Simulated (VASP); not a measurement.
# WC (P1) in VASP: a series of runs, part 2 of 2

VASP 6.6.1. Earlier steps stand in the parts before.

## Step 3: Single point, PBEsol (atom 1 (W) moved by (-0.225, -0.450) A along [1 1 0] and z)

INCAR

```
SYSTEM = WC
PREC = Accurate
ENCUT = 520
EDIFF = 1E-6
ISMEAR = 0
SIGMA = 0.15
LREAL = .False.
LASPH = .True.
NELM = 100
ALGO = Normal
ISIF = 2
LWAVE = .False.
LCHARG = .True.
GGA = PS
LELF = .True.
LVHAR = .True.
NBANDS = 16
```

KPOINTS

```
Automatic mesh
0
Gamma
  6 6 6
  0 0 0
```

POSCAR

```
WC
1.0
    2.9005014360      0.0000000000      0.0000000000
   -1.4502507180      2.5119079273      0.0000000000
    0.0000000000      0.0000000000      2.8290000000
W C
1 1
Direct
   -0.0865212091     -0.0633379210     -0.1590668081
    0.6666666667      0.3333333333      0.5000000000
```

Potentials or basis: VASP PAW PBE potentials, release 64 (W_sv, C).

Launch:

```sh
$ cat potpaw_PBE.64/W_sv/POTCAR potpaw_PBE.64/C/POTCAR > POTCAR
$ mpirun -np 1 vasp_std > vasp.out
```

OUTCAR:

```text
SYSTEM = WC
   PREC = Accurate
   ENCUT = 520
   EDIFF = 1E-6
   ISMEAR = 0
   LREAL = .False.
   LASPH = .True.
   NELM = 100
   ISIF = 2
   GGA = PS

 ion  position               nearest neighbor table
   1  0.913  0.937  0.841-   2 1.80   2 1.89   2 2.12   2 2.41   2 2.48   2 2.66
   2  0.667  0.333  0.500-   1 1.80   1 1.89   1 2.12   1 2.41   1 2.48   1 2.66

  LATTYP: Found a hexagonal cell.
 ALAT       =     2.9005014360
 C/A-ratio  =     0.9753485949

  Lattice vectors:

 A1 = (   2.9005014360,   0.0000000000,   0.0000000000)
 A2 = (  -1.4502507180,   2.5119079273,   0.0000000000)
 A3 = (   0.0000000000,   0.0000000000,   2.8290000000)

Analysis of symmetry for initial positions (statically):
=====================================================================
 Subroutine PRICEL returns:
 Original cell was already a primitive cell.

 Routine SETGRP: Setting up the symmetry group for a
 hexagonal supercell.

 Subroutine GETGRP returns: Found  1 space group operations
 (whereof  1 operations were pure point group operations)
 out of a pool of 24 trial point group operations.

The static configuration has the point symmetry C_1 .

Analysis of symmetry for dynamics (positions and initial velocities):
=====================================================================
 Subroutine PRICEL returns:
 Original cell was already a primitive cell.

 Routine SETGRP: Setting up the symmetry group for a
 hexagonal supercell.

 Subroutine GETGRP returns: Found  1 space group operations
 (whereof  1 operations were pure point group operations)
 out of a pool of 24 trial point group operations.

The dynamic configuration has the point symmetry C_1 .

 Subroutine INISYM returns: Found  1 space group operations
 (whereof  1 operations are pure point group operations),
 and found     1 'primitive' translations

----------------------------------------------------------------------------------------

                                     Primitive cell

  volume of cell :      20.6115

  direct lattice vectors                    reciprocal lattice vectors
     2.900501436  0.000000000  0.000000000     0.344767973  0.199051882  0.000000000
    -1.450250718  2.511907927  0.000000000     0.000000000  0.398103764  0.000000000
     0.000000000  0.000000000  2.829000000     0.000000000  0.000000000  0.353481796

  length of vectors
     2.900501436  2.900501436  2.829000000     0.398103764  0.398103764  0.353481796

  position of ions in fractional coordinates (direct lattice)
     0.913478791  0.936662079  0.840933192
     0.666666667  0.333333333  0.500000000

  ion indices of the primitive-cell ions
   primitive index   ion index
                 1           1
                 2           2

----------------------------------------------------------------------------------------

 KPOINTS: Automatic mesh

Automatic generation of k-mesh.
 Grid dimensions read from file:
 generate k-points for:    6    6    6

 Generating k-lattice:

  Cartesian coordinates                     Fractional coordinates (reciprocal lattice)
     0.057461329  0.033175314  0.000000000     0.166666667 -0.000000000  0.000000000
     0.000000000  0.066350627  0.000000000     0.000000000  0.166666667  0.000000000
     0.000000000  0.000000000  0.058913633     0.000000000  0.000000000  0.166666667

  Length of vectors
     0.066350627  0.066350627  0.058913633

  Shift w.r.t. Gamma in fractional coordinates (k-lattice)
     0.000000000  0.000000000  0.000000000

 Subroutine IBZKPT returns following result:
 ===========================================

 Found    112 irreducible k-points:

 Following reciprocal coordinates:
            Coordinates               Weight
  0.000000  0.000000  0.000000      1.000000
  0.166667 -0.000000  0.000000      2.000000
  0.000000  0.166667  0.000000      2.000000
 -0.166667  0.166667  0.000000      2.000000
  0.333333 -0.000000  0.000000      2.000000
  0.000000  0.333333  0.000000      2.000000
[... 16 lines left out ...]
  0.000000  0.166667  0.166667      2.000000
 -0.166667  0.166667  0.166667      2.000000
 [... further k-points ...]
   k-points           NKPTS =    112   k-points in BZ     NKDIM =    112   number of bands    NBANDS=     16
   number of dos      NEDOS =    301   number of ions     NIONS =      2
   total plane-waves  NPLWV =  13824
   dimension x,y,z NGX =    24 NGY =   24 NGZ =   24
   dimension x,y,z NGXF=    48 NGYF=   48 NGZF=   48
   ions per type =               1   1
   NGX,Y,Z   is equivalent  to a cutoff of  13.76, 13.76, 14.10 a.u.
   NGXF,Y,Z  is equivalent  to a cutoff of  27.51, 27.51, 28.21 a.u.
 SYSTEM =  WC
   PREC   = accura    normal or accurate (medium, high low for compatibility)
   ISTART =      0    job   : 0-new  1-cont  2-samecut
   ICHARG =      2    charge: 1-file 2-atom 10-const
   ISPIN  =      1    spin polarized calculation?
   LNONCOLLINEAR =      F non collinear calculations
   LSORBIT =      F    spin-orbit coupling
   LASPH  =      T    aspherical Exc in radial PAW
   ENCUT  =  520.0 eV  38.22 Ry    6.18 a.u.   5.39  5.39  5.26*2*pi/ulx,y,z
   NELM   =    100;   NELMIN=  2; NELMDL= -5     # of ELM steps
   EDIFF  = 0.1E-05   stopping-criterion for ELM
   LREAL  =      F    real-space projection
   EDIFFG = 0.1E-04   stopping-criterion for IOM
   NSW    =      0    number of steps for IOM
   IBRION =     -1    ionic relax: 0-MD 1-quasi-New 2-CG
   NFREE  =      0    steps in history (QN), initial steepest desc. (CG)
   ISIF   =      2    stress and relaxation
   ISYM   =      2    0-nonsym 1-usesym 2-fastsym
   POTIM  = 0.5000    time-step for ionic-motion
   TEBEG  =    0.0;   TEEND  =   0.0 temperature during run
   PSTRESS=    0.0 pullay stress
   NELECT =      18.0000    total number of electrons
   NUPDOWN=      -1.0000    fix difference up-down
   EMIN   =  10.00;   EMAX   =-10.00  energy-range for DOS
   EFERMI =   0.00;   METHOD = LEGACY
   ISMEAR =     0;   SIGMA  =   0.15  broadening in eV -4-tet -1-fermi 0-gaus
   EFERMI_NEDOS =   21; number of points for ismear=-14 and -15
   IALGO  =     38    algorithm
   IMIX   =      4    mixing-type and parameters
     AMIX     =   0.40;   BMIX     =  1.00
     AMIX_MAG =   1.60;   BMIX_MAG =  1.00
  volume/ion in A,a.u.               =      10.31        69.55
  Fermi-wavevector in a.u.,A,eV,Ry     =   1.564813  2.957068 33.315762  2.448639
  Thomas-Fermi vector in A             =   2.667381
   LORBIT       =      0    0 simple, 1 ext, 2 COOP (PROOUT), +10 PAW based schemes
   GGA     = PS    functional components
   LHFCALC =     F    Hartree Fock is set to
   AEXX    =    0.0000 exact exchange contribution
   IVDW    =     0    specifies the selected vdW correction
   LEPSILON=     F    determine dielectric tensor
   LRPA    =     F    only Hartree local field effects (RPA)
 non-spin polarized calculation
 Gauss-broadening in eV      SIGMA  =   0.15
  energy-cutoff  :      520.00
  volume of cell :       20.61
 maximum number of plane-waves:       580
 NGX is ok and might be reduce to    24
   NGX = 11   NGY = 11   NGZ = 11

 number of electron      17.9999999 magnetization

 Free energy of the ion-electron system (eV)
  ---------------------------------------------------
  ext. energy  EPLUGINS =         0.00000000
  ---------------------------------------------------
  free energy    TOTEN  =       -21.70616237 eV

  energy without entropy =      -21.70107891  energy(sigma->0) =      -21.70362064

 E-fermi :  11.4924     XC(G=0): -13.8390

 val. band max:       11.4888427168   @ k =   0.0000   0.0000   0.5000
 cond. band min:      11.5076453545   @ k =  -0.1667   0.0000   0.3333
 fundamental gap:      0.0188026376
 Fermi energy:        11.4923721830

 k-point     1 :       0.0000    0.0000    0.0000
  band No.  band energies     occupation
      1     -62.5999      2.00000
      2     -26.7868      2.00000
      3     -26.6738      2.00000
      4     -26.5359      2.00000
      5      -3.4007      2.00000
      6       5.0039      2.00000
[... 8 lines left out ...]
     15      22.5909      0.00000
     16      27.2760      0.00000
[... 419 lines left out ...]
 k-point    24 :      -0.1667    0.1667    0.1667
  band No.  band energies     occupation
      1     -62.5729      2.00000
      2     -26.9680      2.00000
      3     -26.8420      2.00000
      4     -26.6175      2.00000
      5      -2.1117      2.00000
      6       4.9079      2.00000
[... 8 lines left out ...]
     15      23.9840      0.00000
     16      27.0636      0.00000

 [... further k-points ...]
[... 5 lines left out ...]
  --------------------------------------------------------------------------------------
  -------------------------------------------------------------------------------------
  Total        4.1526709     10.3498819      6.4524617     -2.8665961      3.3954126      1.8590094
  in kB      322.7961545    804.5188548    501.5638987   -222.8267603    263.9328129    144.5048475
  external PRESSURE =     542.9596360 kB  Pullay stress =       0.0000000 kB

 VOLUME and BASIS-vectors are now :
 -----------------------------------------------------------------------------
  energy-cutoff  :      520.00
  volume of cell :       20.61
      direct lattice vectors                 reciprocal lattice vectors
     2.900501436  0.000000000  0.000000000     0.344767973  0.199051882  0.000000000
    -1.450250718  2.511907927  0.000000000     0.000000000  0.398103764  0.000000000
     0.000000000  0.000000000  2.829000000     0.000000000  0.000000000  0.353481796

 POSITION                                       TOTAL-FORCE (eV/Angst)
 -----------------------------------------------------------------------------------
      1.29115      2.35281      2.37900         2.432565      3.877835      8.371293
      1.45025      0.83730      1.41450        -2.432565     -3.877835     -8.371293
 -----------------------------------------------------------------------------------
    total drift:                                0.000042     -0.000067     -0.000293

  FREE ENERGIE OF THE ION-ELECTRON SYSTEM (eV)
  ---------------------------------------------------
  free  energy   TOTEN  =       -21.7061623684 eV

  energy  without entropy=      -21.7010789053  energy(sigma->0) =      -21.70362064
```

Wall time 10 s (1 thread of Intel Xeon 6975P-C (Granite Rapids), shared host); peak memory 0.16 GiB.

What came out:

- Free energy: -21.7062 eV
- Pressure: 54.3 GPa
- Largest force: 9.541 eV/Å
- Band gap on the k mesh: zero (band 9 reaches 12.75 eV, above the bottom of band 10 at 11.20 eV)

Forces on the atoms (eV/Å):
```
W    2.433  3.878  8.371
C   -2.433 -3.878 -8.371
```

Stress tensor (GPa, compression positive):
```
 32.28 -22.28  14.45
-22.28  80.45  26.39
 14.45  26.39  50.16
```

Caveat: the k points lie up to 0.42 Å⁻¹ apart; the cell differs from its parent crystal (atom 1 (W) moved by (-0.225, -0.450) A along [1 1 0] and z); the PAW data sets were made with another functional, which shifts forces and pressure a little; spin-orbit coupling is left out, which moves the levels of the heavy elements.

## Step 4: Single point, PBEsol (atom 1 (W) moved by (+0.225, -0.450) A along [1 1 0] and z)

INCAR

```
ALGO = Normal ; EDIFF = 1E-6
ENCUT = 520 ; GGA = PS
ISIF = 2 ; ISMEAR = 0
LASPH = True ; LCHARG = False
LREAL = False ; LWAVE = False
NBANDS = 16 ; NELM = 60
PREC = Accurate ; SIGMA = 0.15
```

KPOINTS

```
k-points
0
Gamma
  6 6 6
```

Changes to POSCAR since step 3:

```diff
@@ -8,3 +8,3 @@
 Direct
-   -0.0865212091     -0.0633379210     -0.1590668081
+    0.0865212091      0.0633379210     -0.1590668081
     0.6666666667      0.3333333333      0.5000000000
```

Launch:

```sh
$ cat potpaw_PBE.64/W_sv/POTCAR potpaw_PBE.64/C/POTCAR > POTCAR
$ mpirun -np 1 vasp_std > vasp.out
```

It took 10 s on 1 thread of Intel Xeon 6975P-C (Granite Rapids), shared host; peak memory 0.16 GiB.

The run converged. Its results:

* Free energy: -21.5527 eV
* Pressure: 56.7 GPa
* Largest force: 11.025 eV/Å
* Band gap on the k mesh: zero (band 9 reaches 12.69 eV, above the bottom of band 10 at 11.19 eV)

Forces in eV/Å, atoms in the order of the input:
```
W   -5.346 -3.890  8.823
C    5.346  3.890 -8.823
```

Stress tensor (GPa, compression positive):
```
 82.84  26.55 -38.21
 26.55  33.13 -26.23
-38.21 -26.23  54.06
```

Levels at points of the mesh, in eV from the Fermi level:
```tsv
k point	band 6	band 7	band 8	band 9	band 10	band 11	band 12	band 13
(0.00, 0.00, 0.00)	-6.54	-5.21	-4.76	1.20	2.51	2.94	5.54	7.60
(0.50, 0.00, 0.00)	-7.81	-4.49	-3.18	-1.85	3.09	3.25	3.44	3.95
(0.00, 0.50, 0.00)	-7.06	-5.43	-3.15	-1.25	3.04	3.47	4.42	5.41
(0.50, 0.50, 0.00)	-7.28	-5.40	-3.23	-1.06	2.97	3.36	4.09	5.35
(0.00, 0.00, 0.50)	-8.43	-4.94	-3.97	-0.85	-0.03	4.09	4.88	6.82
(0.50, 0.00, 0.50)	-7.20	-4.47	-3.30	-0.66	3.70	4.78	5.91	7.22
(0.00, 0.50, 0.50)	-8.28	-5.45	-4.32	0.35	3.28	4.90	5.86	8.77
(0.50, 0.50, 0.50)	-7.97	-5.06	-3.93	0.07	2.99	4.89	5.63	8.29
```

Caveat: the k points lie up to 0.42 Å⁻¹ apart; the cell differs from its parent crystal (atom 1 (W) moved by (+0.225, -0.450) A along [1 1 0] and z); the PAW data sets were made with another functional, which shifts forces and pressure a little; spin-orbit coupling is left out, which moves the levels of the heavy elements.

## Step 5: Single point, PBEsol (atom 1 (W) moved by (+0.450, -0.225) A along [1 1 0] and z)

INCAR

```
  PREC = Accurate
  ENCUT = 520
  EDIFF = 1E-6
  ISMEAR = 0
  SIGMA = 0.15
  LREAL = F
  LASPH = T
  NELM = 60
  ALGO = Normal
  ISIF = 2
  LWAVE = F
  LCHARG = F
  GGA = PS
  NBANDS = 16
```

KPOINTS

```
regular mesh
0
Gamma
  6 6 6
```

Changes to POSCAR since step 4:

```diff
@@ -8,3 +8,3 @@
 Direct
-    0.0865212091      0.0633379210     -0.1590668081
+    0.1730424181      0.1266758419     -0.0795334040
     0.6666666667      0.3333333333      0.5000000000
```

Launch:

```sh
$ cat potpaw_PBE.64/W_sv/POTCAR potpaw_PBE.64/C/POTCAR > POTCAR
$ mpirun -np 1 vasp_std > vasp.out
```

It took 11 s on 1 thread of Intel Xeon 6975P-C (Granite Rapids), shared host; peak memory 0.16 GiB.

Results (log left out):

```yaml
Free_energy: -21.4569 eV
Pressure: 52.3 GPa
Largest_force: 11.539 eV/Å
Band_gap_on_the_k_mesh: zero (band 9 reaches 12.42 eV, above the bottom of band 10 at 11.25 eV)
```

Forces in eV/Å, atoms in the order of the input:
```
W   -8.023 -4.947  6.657
C    8.023  4.947 -6.657
```

Stress tensor (GPa, compression positive):
```
 61.91  26.28 -51.22
 26.28  13.03 -27.64
-51.22 -27.64  82.07
```

Levels at points of the mesh, in eV from the Fermi level:
```
           k point  band 7  band 8  band 9  band 10  band 11  band 12
(0.00, 0.00, 0.00)   -4.43   -3.36   -0.59     1.80     3.14     4.75
(0.50, 0.00, 0.00)   -5.41   -4.47   -0.91     2.65     3.59     4.83
(0.00, 0.50, 0.00)   -6.03   -3.68    0.00     2.02     4.27     5.17
(0.50, 0.50, 0.00)   -6.27   -4.52    0.78     2.43     4.17     5.26
(0.00, 0.00, 0.50)   -4.65   -2.30   -1.26     0.02     1.94     3.76
(0.50, 0.00, 0.50)   -4.37   -3.39   -1.17     4.06     4.79     5.70
(0.00, 0.50, 0.50)   -6.10   -4.69    0.92     3.63     4.50     5.56
(0.50, 0.50, 0.50)   -5.28   -3.56   -0.19     2.65     4.29     4.82
```

Caveat: the k points lie up to 0.42 Å⁻¹ apart; the cell differs from its parent crystal (atom 1 (W) moved by (+0.450, -0.225) A along [1 1 0] and z); the PAW data sets were made with another functional, which shifts forces and pressure a little; spin-orbit coupling is left out, which moves the levels of the heavy elements.
